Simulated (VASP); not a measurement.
Crystal: Fe.

```xyz
1
Lattice="-1.4332 1.4332 1.4332 1.4332 -1.4332 1.4332 1.4332 1.4332 -1.4332" Properties=species:S:1:pos:R:3 pbc="T T T"
Fe    0.0000    0.0000    0.0000
```

- Program: VASP 6.6.1
- Task: relaxation of cell and atoms
- Functional: PBE
- Potentials or basis: VASP PAW PBE potentials, release 64 (Fe)
- Cutoff: 600 eV
- k mesh: 15 × 15 × 15
- Occupations: fermi-dirac, width 0.05 eV
- Spin: collinear spin, ferromagnetic start
- Starting moments: [2.5] μB

At the start: pressure -6.5 GPa; volume 11.78 Å³/atom.

Q: Where does the relaxation end?

A: Over 3 steps the energy falls by 9.1 meV/atom and the volume is 11.35 Å³/atom (-3.6 %); space group Im-3m (No. 229, to 0.05 Å); moment 2.19 μB per cell.

Step by step:
```csv
step,energy change (eV),largest force (eV/Å),pressure (GPa),volume (Å³)
1,0.0000,0.0000,-6.54,11.78
2,-0.0012,0.0000,6.88,10.98
3,-0.0091,0.0000,-0.02,11.35
```

Final structure:
```
Fe
1.0
    -1.41582    1.41582    1.41582
     1.41582   -1.41582    1.41582
     1.41582    1.41582   -1.41582
Fe
1
Direct
  0.00000 0.00000 0.00000
```
